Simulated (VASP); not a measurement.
A run of VASP 6.6.1:

File POSCAR:

```
SrVO3
1.0
    3.7934840200      0.0000000000      0.0000000000
    0.0000000000      3.7934840200      0.0000000000
    0.0000000000      0.0000000000      3.7934840200
V O Sr
1 3 1
Direct
    0.0000000000      0.0000000000      0.0000000000
    0.5000000000      0.0000000000      0.0000000000
    0.0000000000      0.5000000000      0.0000000000
    0.0000000000      0.0000000000      0.5000000000
    0.5000000000      0.5000000000      0.5000000000
```

File INCAR.step1:

```
SYSTEM = SrVO3
  PREC = Accurate
  ENCUT = 520
  ISMEAR = -1
  SIGMA = 0.1
  LREAL = .False.
  LASPH = .True.
  NELM = 150
  ISPIN = 2
  MAGMOM = 2 0 0 0 0
  LMAXMIX = 4
  NBANDS = 32
  GGA = PE
  ALGO = Normal
  EDIFF = 1E-4
  LWAVE = .True.
  LCHARG = .False.
```

Contents of INCAR.step2:

```
SYSTEM = SrVO3
  PREC = Accurate
  ENCUT = 520
  EDIFF = 1E-7
  ISMEAR = -1
  SIGMA = 0.1
  LREAL = .False.
  LASPH = .True.
  NELM = 150
  ALGO = Normal
  ISIF = 2
  LWAVE = .False.
  LCHARG = .False.
  ISPIN = 2
  MAGMOM = 2 0 0 0 0
  LORBIT = 11
  LMAXMIX = 4
  METAGGA = R2SCAN
  LMIXTAU = .True.
  NBANDS = 32
  ISTART = 1
```

KPOINTS

```
Automatic mesh
0
Gamma
  6 6 6
  0 0 0
```

Potentials or basis: VASP PAW PBE potentials, release 64 (V_sv, O, Sr_sv).

Launch:

```bash
$ cat potpaw_PBE.64/V_sv/POTCAR potpaw_PBE.64/O/POTCAR potpaw_PBE.64/Sr_sv/POTCAR > POTCAR
$ cp INCAR.step1 INCAR
$ mpirun -np 1 vasp_std > vasp.out
$ cp INCAR.step2 INCAR
$ mpirun -np 1 vasp_std > vasp.out
```

Hardware: 1 thread of Intel(R) Xeon(R) Platinum 8375C CPU @ 2.90GHz (Ice Lake), on a shared host.

Question: Estimate the wall time of this run.

Answer: It took 4.3 min on 1 thread of Intel(R) Xeon(R) Platinum 8375C CPU @ 2.90GHz (Ice Lake), on a shared host, peak memory 0.22 GiB. Counts: k points 20.
